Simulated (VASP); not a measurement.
# WC (P-6m2) in VASP: a series of runs

WC is run at these levels: PBE; tasks: single point.

Everything below comes from runs of VASP 6.6.1. Logs are shortened: lines on timing, memory, paths and dates and some standing lists are left out, and cuts for length are marked.

## 1. The cell of the first run

The structure is hexagonal, space group P-6m2 (No. 187). The conventional cell has a = 2.790 Å, b = 2.790 Å, c = 2.747 Å, α = 90.00°, β = 90.00°, γ = 120.00°. Within 2.8 Å of W (site symmetry -6m2) lie 6 C at 2.12 Å and 8 W at 2.75 to 2.79 Å. Within 2.8 Å of C (site symmetry -6m2) lie 6 W at 2.12 Å and 8 C at 2.75 to 2.79 Å.

## 2. Single point, PBE (9.26 Å³/atom)

INCAR reads:

```
PREC     = Accurate       # precision mode
ENCUT    = 520            # plane-wave cutoff, eV
EDIFF    = 1E-6           # SCF threshold, eV
ISMEAR   = 0              # smearing method
SIGMA    = 0.1            # smearing width, eV
LREAL    = F              # projectors in reciprocal space
LASPH    = T              # aspherical terms in the spheres
NELM     = 100            # most SCF steps
ALGO     = Normal         # electronic algorithm
ISIF     = 2              # what is computed and relaxed
LWAVE    = F              # write WAVECAR
LCHARG   = F              # write CHGCAR
GGA      = PE             # functional
NBANDS   = 16             # bands
```

KPOINTS reads:

```
Automatic mesh
0
Gamma
  18 18 14
```

POSCAR reads:

```
WC
1.0
    2.7901347779      0.0000000000      0.0000000000
   -1.3950673890      2.4163275977      0.0000000000
    0.0000000000      0.0000000000      2.7472157547
W C
1 1
Direct
    0.0000000000      0.0000000000      0.0000000000
    0.6666666667      0.3333333333      0.5000000000
```

Potentials or basis: VASP PAW PBE potentials, release 64 (W_sv, C).

Started as:

```sh
> cat potpaw_PBE.64/W_sv/POTCAR potpaw_PBE.64/C/POTCAR > POTCAR
> mpirun -np 1 vasp_std > vasp.out
```

OUTCAR:

```text
PREC = Accurate
   ENCUT = 520
   EDIFF = 1E-6
   ISMEAR = 0
   LREAL = F
   LASPH = T
   NELM = 100
   ISIF = 2
   GGA = PE

 ion  position               nearest neighbor table
   1  0.000  0.000  0.000-   2 2.12   2 2.12   2 2.12   2 2.12   2 2.12   2 2.12
   2  0.667  0.333  0.500-   1 2.12   1 2.12   1 2.12   1 2.12   1 2.12   1 2.12

  LATTYP: Found a hexagonal cell.
 ALAT       =     2.7901347779
 C/A-ratio  =     0.9846175806

  Lattice vectors:

 A1 = (   2.7901347779,   0.0000000000,   0.0000000000)
 A2 = (  -1.3950673890,   2.4163275977,   0.0000000000)
 A3 = (   0.0000000000,   0.0000000000,   2.7472157547)

Analysis of symmetry for initial positions (statically):
=====================================================================
 Subroutine PRICEL returns:
 Original cell was already a primitive cell.

 Routine SETGRP: Setting up the symmetry group for a
 hexagonal supercell.

 Subroutine GETGRP returns: Found 12 space group operations
 (whereof 12 operations were pure point group operations)
 out of a pool of 24 trial point group operations.

The static configuration has the point symmetry D_3h.

Analysis of symmetry for dynamics (positions and initial velocities):
=====================================================================
 Subroutine PRICEL returns:
 Original cell was already a primitive cell.

 Routine SETGRP: Setting up the symmetry group for a
 hexagonal supercell.

 Subroutine GETGRP returns: Found 12 space group operations
 (whereof 12 operations were pure point group operations)
 out of a pool of 24 trial point group operations.

The dynamic configuration has the point symmetry D_3h.

 Subroutine INISYM returns: Found 12 space group operations
 (whereof 12 operations are pure point group operations),
 and found     1 'primitive' translations

----------------------------------------------------------------------------------------

                                     Primitive cell

  volume of cell :      18.5214

  direct lattice vectors                    reciprocal lattice vectors
     2.790134778  0.000000000  0.000000000     0.358405625  0.206925584  0.000000000
    -1.395067389  2.416327598  0.000000000     0.000000000  0.413851169  0.000000000
     0.000000000  0.000000000  2.747215755     0.000000000  0.000000000  0.364004901

  length of vectors
     2.790134778  2.790134778  2.747215755     0.413851169  0.413851169  0.364004901

  position of ions in fractional coordinates (direct lattice)
     0.000000000  0.000000000  0.000000000
     0.666666667  0.333333333  0.500000000

  ion indices of the primitive-cell ions
   primitive index   ion index
                 1           1
                 2           2

----------------------------------------------------------------------------------------

 KPOINTS: Automatic mesh

Automatic generation of k-mesh.
 Grid dimensions read from file:
 generate k-points for:   18   18   14

 Generating k-lattice:

  Cartesian coordinates                     Fractional coordinates (reciprocal lattice)
     0.019911424  0.011495866  0.000000000     0.055555556 -0.000000000  0.000000000
     0.000000000  0.022991732  0.000000000     0.000000000  0.055555556  0.000000000
     0.000000000  0.000000000  0.026000350     0.000000000  0.000000000  0.071428571

  Length of vectors
     0.022991732  0.022991732  0.026000350

  Shift w.r.t. Gamma in fractional coordinates (k-lattice)
     0.000000000  0.000000000  0.000000000

 Subroutine IBZKPT returns following result:
 ===========================================

 Found    296 irreducible k-points:

 Following reciprocal coordinates:
            Coordinates               Weight
  0.000000  0.000000  0.000000      1.000000
  0.055556  0.000000  0.000000      6.000000
  0.111111  0.000000  0.000000      6.000000
  0.166667  0.000000  0.000000      6.000000
  0.222222  0.000000  0.000000      6.000000
  0.277778  0.000000  0.000000      6.000000
[... 16 lines left out ...]
  0.333333  0.111111  0.000000     12.000000
  0.388889  0.111111  0.000000     12.000000
 [... further k-points ...]
   k-points           NKPTS =    296   k-points in BZ     NKDIM =    296   number of bands    NBANDS=     16
   number of dos      NEDOS =    301   number of ions     NIONS =      2
   total plane-waves  NPLWV =  11520
   dimension x,y,z NGX =    24 NGY =   24 NGZ =   20
   dimension x,y,z NGXF=    48 NGYF=   48 NGZF=   40
   ions per type =               1   1
   NGX,Y,Z   is equivalent  to a cutoff of  14.30, 14.30, 12.10 a.u.
   NGXF,Y,Z  is equivalent  to a cutoff of  28.60, 28.60, 24.21 a.u.
 SYSTEM =  unknown system
   PREC   = accura    normal or accurate (medium, high low for compatibility)
   ISTART =      0    job   : 0-new  1-cont  2-samecut
   ICHARG =      2    charge: 1-file 2-atom 10-const
   ISPIN  =      1    spin polarized calculation?
   LNONCOLLINEAR =      F non collinear calculations
   LSORBIT =      F    spin-orbit coupling
   LASPH  =      T    aspherical Exc in radial PAW
   ENCUT  =  520.0 eV  38.22 Ry    6.18 a.u.   5.19  5.19  5.11*2*pi/ulx,y,z
   NELM   =    100;   NELMIN=  2; NELMDL= -5     # of ELM steps
   EDIFF  = 0.1E-05   stopping-criterion for ELM
   LREAL  =      F    real-space projection
   EDIFFG = 0.1E-04   stopping-criterion for IOM
   NSW    =      0    number of steps for IOM
   IBRION =     -1    ionic relax: 0-MD 1-quasi-New 2-CG
   NFREE  =      0    steps in history (QN), initial steepest desc. (CG)
   ISIF   =      2    stress and relaxation
   ISYM   =      2    0-nonsym 1-usesym 2-fastsym
   POTIM  = 0.5000    time-step for ionic-motion
   TEBEG  =    0.0;   TEEND  =   0.0 temperature during run
   PSTRESS=    0.0 pullay stress
   NELECT =      18.0000    total number of electrons
   NUPDOWN=      -1.0000    fix difference up-down
   EMIN   =  10.00;   EMAX   =-10.00  energy-range for DOS
   EFERMI =   0.00;   METHOD = LEGACY
   ISMEAR =     0;   SIGMA  =   0.10  broadening in eV -4-tet -1-fermi 0-gaus
   EFERMI_NEDOS =   21; number of points for ismear=-14 and -15
   IALGO  =     38    algorithm
   IMIX   =      4    mixing-type and parameters
     AMIX     =   0.40;   BMIX     =  1.00
     AMIX_MAG =   1.60;   BMIX_MAG =  1.00
  volume/ion in A,a.u.               =       9.26        62.49
  Fermi-wavevector in a.u.,A,eV,Ry     =   1.621590  3.064361 35.777259  2.629554
  Thomas-Fermi vector in A             =   2.715341
   LORBIT       =      0    0 simple, 1 ext, 2 COOP (PROOUT), +10 PAW based schemes
   GGA     = PE    functional components
   LHFCALC =     F    Hartree Fock is set to
   AEXX    =    0.0000 exact exchange contribution
   IVDW    =     0    specifies the selected vdW correction
   LEPSILON=     F    determine dielectric tensor
   LRPA    =     F    only Hartree local field effects (RPA)
 non-spin polarized calculation
 Gauss-broadening in eV      SIGMA  =   0.10
  energy-cutoff  :      520.00
  volume of cell :       18.52
 maximum number of plane-waves:       515
 NGX is ok and might be reduce to    24
   NGX = 11   NGY = 11   NGZ = 11

 number of electron      18.0000004 magnetization

 Free energy of the ion-electron system (eV)
  ---------------------------------------------------
  ext. energy  EPLUGINS =         0.00000000
  ---------------------------------------------------
  free energy    TOTEN  =       -21.97323160 eV

  energy without entropy =      -21.97219362  energy(sigma->0) =      -21.97271261

 E-fermi :  12.8243     XC(G=0): -14.4462

 val. band max:       12.8147087614   @ k =   0.0000   0.0000   0.0000
 cond. band min:      12.8518872020   @ k =   0.5000   0.0000   0.3571
 fundamental gap:      0.0371784406
 Fermi energy:        12.8242833174

 k-point     1 :       0.0000    0.0000    0.0000
  band No.  band energies     occupation
      1     -60.9948      2.00000
      2     -24.9903      2.00000
      3     -24.8007      2.00000
      4     -24.8007      2.00000
      5      -2.5537      2.00000
      6       7.7573      2.00000
[... 8 lines left out ...]
     15      28.3540      0.00000
     16      30.6455      0.00000

 k-point     2 :       0.0556    0.0000    0.0000
  band No.  band energies     occupation
      1     -60.9917      2.00000
      2     -24.9849      2.00000
      3     -24.8413      2.00000
      4     -24.8096      2.00000
      5      -2.4575      2.00000
      6       7.8020      2.00000
[... 8 lines left out ...]
     15      28.0792      0.00000
     16      30.8432      0.00000

 k-point     3 :       0.1111    0.0000    0.0000
  band No.  band energies     occupation
      1     -60.9828      2.00000
      2     -24.9696      2.00000
      3     -24.9569      2.00000
      4     -24.8352      2.00000
      5      -2.1783      2.00000
      6       7.8258      2.00000
[... 8 lines left out ...]
     15      27.6362      0.00000
     16      31.4127      0.00000

 k-point     4 :       0.1667    0.0000    0.0000
  band No.  band energies     occupation
      1     -60.9692      2.00000
      2     -25.1305      2.00000
      3     -24.9460      2.00000
      4     -24.8742      2.00000
      5      -1.7418      2.00000
      6       7.4912      2.00000
[... 8 lines left out ...]
     15      27.3639      0.00000
     16      32.2908      0.00000

 k-point     5 :       0.2222    0.0000    0.0000
  band No.  band energies     occupation
      1     -60.9525      2.00000
      2     -25.3379      2.00000
      3     -24.9216      2.00000
      4     -24.9169      2.00000
      5      -1.1873      2.00000
      6       6.9279      2.00000
[... 8 lines left out ...]
     15      27.4590      0.00000
     16      32.0753      0.00000

 k-point     6 :       0.2778    0.0000    0.0000
  band No.  band energies     occupation
      1     -60.9347      2.00000
      2     -25.5526      2.00000
      3     -24.9715      2.00000
      4     -24.8858      2.00000
      5      -0.5646      2.00000
      6       6.3657      2.00000
[... 8 lines left out ...]
     15      28.1144      0.00000
     16      32.1775      0.00000
[... 267 lines left out ...]
 k-point    21 :       0.2222    0.1111    0.0000
  band No.  band energies     occupation
      1     -60.9292      2.00000
      2     -25.5740      2.00000
      3     -25.0342      2.00000
      4     -24.8763      2.00000
      5      -0.3391      2.00000
      6       6.2866      2.00000
[... 8 lines left out ...]
     15      28.2484      0.00000
     16      32.0611      0.00000

 k-point    22 :       0.2778    0.1111    0.0000
  band No.  band energies     occupation
      1     -60.9134      2.00000
      2     -25.7432      2.00000
      3     -25.0942      2.00000
      4     -24.8486      2.00000
      5       0.2874      2.00000
      6       5.8667      2.00000
[... 8 lines left out ...]
     15      29.1937      0.00000
     16      30.9501      0.00000

 k-point    23 :       0.3333    0.1111    0.0000
  band No.  band energies     occupation
      1     -60.9005      2.00000
      2     -25.8784      2.00000
      3     -25.1428      2.00000
      4     -24.8260      2.00000
      5       0.8510      2.00000
      6       5.5542      2.00000
[... 8 lines left out ...]
     15      29.0029      0.00000
     16      31.0646      0.00000

 k-point    24 :       0.3889    0.1111    0.0000
  band No.  band energies     occupation
      1     -60.8921      2.00000
      2     -25.9654      2.00000
      3     -25.1743      2.00000
      4     -24.8111      2.00000
      5       1.2553      2.00000
      6       5.3661      2.00000
[... 8 lines left out ...]
     15      28.1451      0.00000
     16      31.9084      0.00000

 [... further k-points ...]

------------------------ aborting loop because EDIFF is reached ----------------------------------------

  FORCE on cell =-STRESS in cart. coord.  units (eV):
  Direction    XX          YY          ZZ          XY          YZ          ZX
  --------------------------------------------------------------------------------------
  -------------------------------------------------------------------------------------
  Total        7.6225186      7.6225186      7.6699276     -0.0000000      0.0000000      0.0000000
  in kB      659.3792989    659.3792989    663.4803746     -0.0000000      0.0000000      0.0000000
  external PRESSURE =     660.7463241 kB  Pullay stress =       0.0000000 kB

 VOLUME and BASIS-vectors are now :
 -----------------------------------------------------------------------------
  energy-cutoff  :      520.00
  volume of cell :       18.52
      direct lattice vectors                 reciprocal lattice vectors
     2.790134778  0.000000000  0.000000000     0.358405625  0.206925584  0.000000000
    -1.395067389  2.416327598  0.000000000     0.000000000  0.413851169  0.000000000
     0.000000000  0.000000000  2.747215755     0.000000000  0.000000000  0.364004901

 POSITION                                       TOTAL-FORCE (eV/Angst)
 -----------------------------------------------------------------------------------
      0.00000      0.00000      0.00000        -0.000000      0.000000      0.000000
      1.39507      0.80544      1.37361         0.000000      0.000000      0.000000
 -----------------------------------------------------------------------------------
    total drift:                                0.000000     -0.000000      0.000000

  FREE ENERGIE OF THE ION-ELECTRON SYSTEM (eV)
  ---------------------------------------------------
  free  energy   TOTEN  =       -21.9732315996 eV

  energy  without entropy=      -21.9721936157  energy(sigma->0) =      -21.97271261
```

Run time: 41 s. Hardware: 1 thread of AMD EPYC 9R45 (Zen 5), shared host; peak memory 0.17 GiB.

The run converged, but its numbers aren't listed here, since they failed a check.

Caveat: the cell stands under pressure; spin-orbit coupling is left out, which moves the levels of the heavy elements.

## 3. Single point, PBE (9.58 Å³/atom)

This run uses another cell than the first one, of 9.58 Å³/atom.

INCAR reads:

```
SYSTEM = WC
PREC = Accurate ; ENCUT = 520
EDIFF = 1E-6 ; ISMEAR = 0
SIGMA = 0.1 ; LREAL = .FALSE.
LASPH = .TRUE. ; NELM = 60
ALGO = Normal ; ISIF = 2
LWAVE = .FALSE. ; LCHARG = .FALSE.
GGA = PE ; NBANDS = 16
```

KPOINTS reads:

```
regular mesh
0
G
  18 18 14
  0 0 0
```

POSCAR reads:

```
WC
1.0
    2.8239474651      0.0000000000      0.0000000000
   -1.4119737326      2.4456102437      0.0000000000
    0.0000000000      0.0000000000      2.7732474814
W C
1 1
Direct
    0.0000000000      0.0000000000      0.0000000000
    0.6666666667      0.3333333333      0.5000000000
```

Potentials or basis: VASP PAW PBE potentials, release 64 (W_sv, C).

Started as:

```sh
> cat potpaw_PBE.64/W_sv/POTCAR potpaw_PBE.64/C/POTCAR > POTCAR
> mpirun -np 1 vasp_std > vasp.out
```

Wall time 46 s (1 thread of AMD EPYC 9R45 (Zen 5), shared host); peak memory 0.18 GiB.

It converged, with:

* Free energy: -22.1929 eV
* Pressure: 45.8 GPa
* Band gap on the k mesh: zero (bands 9 and 10 overlap by 1.33 eV)

Stress tensor (GPa, compression positive):
```
45.63  0.00  0.00
 0.00 45.63  0.00
 0.00  0.00 46.00
```

Levels at points of the mesh, in eV from the Fermi level:
```csv
k point,band 6,band 7,band 8,band 9,band 10,band 11,band 12,band 13
"(0.00, 0.00, 0.00)",-4.83,-3.67,-3.67,0.02,3.59,3.59,6.03,6.03
"(0.50, 0.00, 0.00)",-7.42,-4.09,-3.99,-0.49,2.55,5.06,5.50,7.29
"(0.00, 0.00, 0.50)",-9.21,-2.20,-2.20,-0.72,-0.72,3.86,4.74,4.74
"(0.50, 0.00, 0.50)",-7.01,-4.73,-4.41,0.43,4.99,5.89,7.35,10.04
```

Caveat: the cell stands under pressure; spin-orbit coupling is left out, which moves the levels of the heavy elements.

## 4. Single point, PBE (9.89 Å³/atom)

This run uses another cell than the first one, of 9.89 Å³/atom.

INCAR reads:

```
PREC = Accurate
ENCUT = 520
EDIFF = 1E-6
ISMEAR = 0
SIGMA = 0.1
LREAL = False
LASPH = True
NELM = 60
ALGO = Normal
ISIF = 2
LWAVE = False
LCHARG = False
GGA = PE
NBANDS = 16
```

KPOINTS reads:

```
regular mesh
0
Gamma
  18 18 14
```

POSCAR reads:

```
WC
1.0
    2.8571161443      0.0000000000      0.0000000000
   -1.4285580721      2.4743351625      0.0000000000
    0.0000000000      0.0000000000      2.7985464803
W C
1 1
Direct
    0.0000000000      0.0000000000      0.0000000000
    0.6666666667      0.3333333333      0.5000000000
```

Started as:

```sh
> cat potpaw_PBE.64/W_sv/POTCAR potpaw_PBE.64/C/POTCAR > POTCAR
> mpirun -np 1 vasp_std > vasp.out
```

It took 46 s on 1 thread of AMD EPYC 9R45 (Zen 5), shared host; peak memory 0.18 GiB.

Results (log left out):

* Free energy: -22.3386 eV
* Pressure: 28.4 GPa
* Band gap on the k mesh: zero (bands 9 and 10 overlap by 1.28 eV)

Stress tensor (GPa, compression positive):
```
28.32  0.00  0.00
 0.00 28.32  0.00
 0.00  0.00 28.67
```

Levels at points of the mesh, in eV from the Fermi level:
```tsv
k point	band 5	band 6	band 7	band 8	band 9	band 10	band 11	band 12	band 13	band 14
(0.00, 0.00, 0.00)	-14.83	-4.61	-3.52	-3.52	0.05	3.45	3.45	5.87	5.87	6.72
(0.50, 0.00, 0.00)	-11.32	-7.26	-3.88	-3.81	-0.48	2.47	4.85	5.25	7.12	10.01
(0.00, 0.00, 0.50)	-10.53	-8.98	-2.12	-2.12	-0.66	-0.66	3.79	4.66	4.66	10.27
(0.50, 0.00, 0.50)	-11.65	-6.77	-4.55	-4.32	0.37	4.76	5.66	7.07	9.69	10.83
```

Caveat: the cell stands under pressure; spin-orbit coupling is left out, which moves the levels of the heavy elements.

The gap in the log of VASP goes by the Fermi energy; the results here count the filled bands.